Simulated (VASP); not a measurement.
Write the native input for VASP 6.6.1 that does the following.

| Item | Value |
| --- | --- |
| Task | relaxation of cell and atoms |
| Functional | PBEsol |
| Potentials or basis | VASP PAW PBE potentials, release 64 (Si, Ni) |
| Cutoff | 600 eV |
| k mesh | 14 × 14 × 14 |
| Occupations | gaussian, width 0.1 eV |
| Spin | no spin polarisation |
| Target pressure | 25 GPa |
| Dipole correction | no |
| Further INCAR settings | ALGO = Normal; EDIFF = 1e-06; IBRION = 2; EDIFFG = -0.008; NSW = 70; ISIF = 3 |

The structure of Si2Ni lies in POSCAR:

```
Si2Ni
1.0
    0.0000000000      2.5851881016      2.5851881016
    2.5851881016      0.0000000000      2.5851881016
    2.5851881016      2.5851881016      0.0000000000
Si Ni
2 1
Direct
    0.2500000000      0.2500000000      0.2500000000
    0.7500000000      0.7500000000      0.7500000000
    0.0000000000      0.0000000000      0.0000000000
```

These files were run (other wordings do the same):

INCAR

```
PREC = Accurate
ENCUT = 600
EDIFF = 1E-6
ISMEAR = 0
SIGMA = 0.1
LREAL = F
LASPH = T
NELM = 100
ALGO = Normal
ISIF = 3
LWAVE = F
LCHARG = F
GGA = PS
IBRION = 2
NSW = 70
EDIFFG = -0.008
PSTRESS = 250.0
```

KPOINTS

```
Automatic mesh
0
Gamma
  14 14 14
```

Potentials or basis: VASP PAW PBE potentials, release 64 (Si, Ni).

Run with:

```console
$ cat potpaw_PBE.64/Si/POTCAR potpaw_PBE.64/Ni/POTCAR > POTCAR
$ mpirun -np 1 vasp_std > vasp.out
```

Results of the run:

| Property | Result |
| --- | --- |
| Relaxed volume | 11.59 Å³/atom |
| Relaxed cell | a = 3.663 Å, b = 3.663 Å, c = 3.663 Å, α = 60.00°, β = 60.00°, γ = 60.00° |
| Space group after relaxing (to 0.1 Å) | Fm-3m (No. 225) |
| Energy change on relaxing (the run minimises the enthalpy) | -10.8 meV/atom |
| Ionic steps | 3 |
| Pressure after relaxing | 25.0 GPa |
| Band gap on the k mesh | zero (bands 9 and 10 overlap by 2.12 eV) |

Caveat: the cell is relaxed towards a set pressure, so the run minimises the enthalpy, not the energy; the PAW data sets were made with another functional, which shifts forces and pressure a little.

Wall time 55 s on 1 thread of Intel(R) Xeon(R) 6975P-C (Granite Rapids) (shared host), peak memory 0.22 GiB.
